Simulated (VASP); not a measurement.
# RbBr (I4/mmm) in VASP: a series of runs, part 2 of 2

VASP 6.6.1.

## (4) Single point, LDA

This run uses another cell than the first one, of 32.72 Å³/atom.

INCAR reads:

```
SYSTEM = RbBr
PREC = Accurate
ENCUT = 520
EDIFF = 1E-7
ISMEAR = 0
SIGMA = 0.05
LREAL = .False.
LASPH = .True.
NELM = 80
ALGO = Normal
ISIF = 2
LWAVE = .False.
LCHARG = .False.
ISYM = 0
NBANDS = 15
```

KPOINTS reads:

```
Automatic mesh
0
Gamma
  6 6 6
  0.5 0.5 0.5
```

POSCAR reads:

```
RbBr
1.0
    0.0000000000      3.1533000000      3.2904000000
    3.1533000000      0.0000000000      3.2904000000
    3.1533000000      3.1533000000      0.0000000000
Rb Br
1 1
Direct
    0.0000000000      0.0000000000      0.0000000000
    0.5000000000      0.5000000000      0.5000000000
```

Potentials or basis: VASP PAW LDA potentials, release 64 (Rb_sv, Br).

Started as:

```bash
$ cat potpaw_LDA.64/Rb_sv/POTCAR potpaw_LDA.64/Br/POTCAR > POTCAR
$ mpirun -np 1 vasp_std > vasp.out
```

OUTCAR:

```text
SYSTEM = RbBr
   PREC = Accurate
   ENCUT = 520
   EDIFF = 1E-7
   ISMEAR = 0
   LREAL = .False.
   LASPH = .True.
   NELM = 80
   ISIF = 2
   ISYM = 0

 ion  position               nearest neighbor table
   1  0.000  0.000  0.000-   2 3.15   2 3.15   2 3.15   2 3.15   2 3.29   2 3.29
   2  0.500  0.500  0.500-   1 3.15   1 3.15   1 3.15   1 3.15   1 3.29   1 3.29

IMPORTANT INFORMATION: All symmetrisations will be switched off!
NOSYMM: (Re-)initialisation of all symmetry stuff for point group C_1.

----------------------------------------------------------------------------------------

                                     Primitive cell

  volume of cell :      65.4349

  direct lattice vectors                    reciprocal lattice vectors
     0.000000000  3.153300000  3.290400000    -0.158564044  0.158564044  0.151957209
     3.153300000  0.000000000  3.290400000     0.158564044 -0.158564044  0.151957209
     3.153300000  3.153300000  0.000000000     0.158564044  0.158564044 -0.151957209

  length of vectors
     4.557415172  4.557415172  4.459439626     0.270880242  0.270880242  0.270880242

  position of ions in fractional coordinates (direct lattice)
     0.000000000  0.000000000  0.000000000
     0.500000000  0.500000000  0.500000000

  ion indices of the primitive-cell ions
[... 143 lines left out ...]
     11       6.0957      0.00000
     12       6.1915      0.00000
     13       7.1469      0.00000
     14       7.3978      0.00000
[... 401 lines left out ...]
      2     -13.5937      2.00000
      3      -9.1273      2.00000
      4      -9.1193      2.00000
      5      -8.9716      2.00000
      6      -2.4171      2.00000
      7      -1.6113      2.00000
      8      -1.5994      2.00000
      9       5.9384      0.00000
     10       6.9326      0.00000
     11       8.6473      0.00000
     12       8.9008      0.00000
     13       9.4512      0.00000
     14       9.7236      0.00000
     15      10.9112      0.00000

 [... further k-points ...]

------------------------ aborting loop because EDIFF is reached ----------------------------------------

  FORCE on cell =-STRESS in cart. coord.  units (eV):
  Direction    XX          YY          ZZ          XY          YZ          ZX
  --------------------------------------------------------------------------------------
  -------------------------------------------------------------------------------------
  Total        1.8253183      1.8253186      0.5579252      0.0000007      0.0000006      0.0000005
  in kB       44.6930426     44.6930491     13.6608360      0.0000168      0.0000149      0.0000134
  external PRESSURE =      34.3489759 kB  Pullay stress =       0.0000000 kB

 VOLUME and BASIS-vectors are now :
 -----------------------------------------------------------------------------
  energy-cutoff  :      520.00
  volume of cell :       65.43
      direct lattice vectors                 reciprocal lattice vectors
     0.000000000  3.153300000  3.290400000    -0.158564044  0.158564044  0.151957209
     3.153300000  0.000000000  3.290400000     0.158564044 -0.158564044  0.151957209
     3.153300000  3.153300000  0.000000000     0.158564044  0.158564044 -0.151957209

 POSITION                                       TOTAL-FORCE (eV/Angst)
 -----------------------------------------------------------------------------------
      0.00000      0.00000      0.00000         0.000000     -0.000000     -0.000000
      3.15330      3.15330      3.29040        -0.000000      0.000000      0.000000
 -----------------------------------------------------------------------------------
    total drift:                               -0.000000      0.000000      0.000000

  FREE ENERGIE OF THE ION-ELECTRON SYSTEM (eV)
  ---------------------------------------------------
  free  energy   TOTEN  =        -6.6203097664 eV

  energy  without entropy=       -6.6203097664  energy(sigma->0) =       -6.62030977
```

OSZICAR:

```text
N       E                     dE             d eps       ncg     rms          rms(c)
DAV:   1     0.797299672054E+02    0.79730E+02   -0.69279E+03 12960   0.940E+02
DAV:   2    -0.169131897045E+01   -0.81421E+02   -0.73752E+02 17895   0.168E+02
DAV:   3    -0.668853160553E+01   -0.49972E+01   -0.49714E+01 17435   0.424E+01
DAV:   4    -0.682519508299E+01   -0.13666E+00   -0.13664E+00 18904   0.653E+00
DAV:   5    -0.682643376009E+01   -0.12387E-02   -0.12387E-02 18133   0.564E-01    0.481E+00
DAV:   6    -0.664466361598E+01    0.18177E+00   -0.20582E-01 16593   0.231E+00    0.328E+00
DAV:   7    -0.662017899904E+01    0.24485E-01   -0.86530E-02 17489   0.159E+00    0.122E+00
DAV:   8    -0.662020895585E+01   -0.29957E-04   -0.75144E-03 14752   0.506E-01    0.973E-02
DAV:   9    -0.662026346476E+01   -0.54509E-04   -0.19444E-04 18117   0.926E-02    0.524E-02
DAV:  10    -0.662030914295E+01   -0.45678E-04   -0.68695E-05 15537   0.416E-02    0.133E-02
DAV:  11    -0.662030956790E+01   -0.42495E-06   -0.86349E-06 17160   0.176E-02    0.230E-03
DAV:  12    -0.662030975928E+01   -0.19138E-06   -0.59438E-07 16684   0.535E-03    0.905E-04
DAV:  13    -0.662030976641E+01   -0.71313E-08   -0.33925E-08 13200   0.132E-03
   1 F= -.66203098E+01 E0= -.66203098E+01  d E =-.960132E-13
```

It took 8.3 min on 1 thread of Intel Xeon 8259CL, shared host; peak memory 0.51 GiB.

What came out:

| Quantity | Value |
| --- | --- |
| Free energy | -6.6203 eV |
| Pressure | 3.4 GPa |
| Band gap on the k mesh | 4.75 eV |

Caveat: the cell stands under pressure; a shifted mesh leaves out Γ, where band edges can lie. LDA gaps usually lie below the measured ones, often by a third to a half.

## (5) Summary

```csv
cell,k mesh,gap on the mesh (eV),pressure (GPa)
"a = 4.945, b = 4.945, c = 4.847 Å, angles 60.7, 60.7, 58.7°, 2 atoms",6 × 6 × 6,3.85,-1.6
"a = 5.139, b = 5.139, c = 5.041 Å, angles 60.6, 60.6, 58.7°, 2 atoms",6 × 6 × 6,3.62,-2.3
"a = 4.557, b = 4.557, c = 4.459 Å, angles 60.7, 60.7, 58.6°, 2 atoms","6 × 6 × 6, shifted",4.75,3.4
```

Alike in all rows: task single point; level LDA; potentials or basis VASP PAW LDA potentials, release 64 (Rb_sv, Br); no spin polarisation; cutoff (eV) 520; smearing gaussian 0.05 eV.

Caveats: the cell stands under pressure (at least some runs); a shifted mesh leaves out Γ, where band edges can lie (at least some runs).

Absolute energies hang on the potentials; compare differences alone.
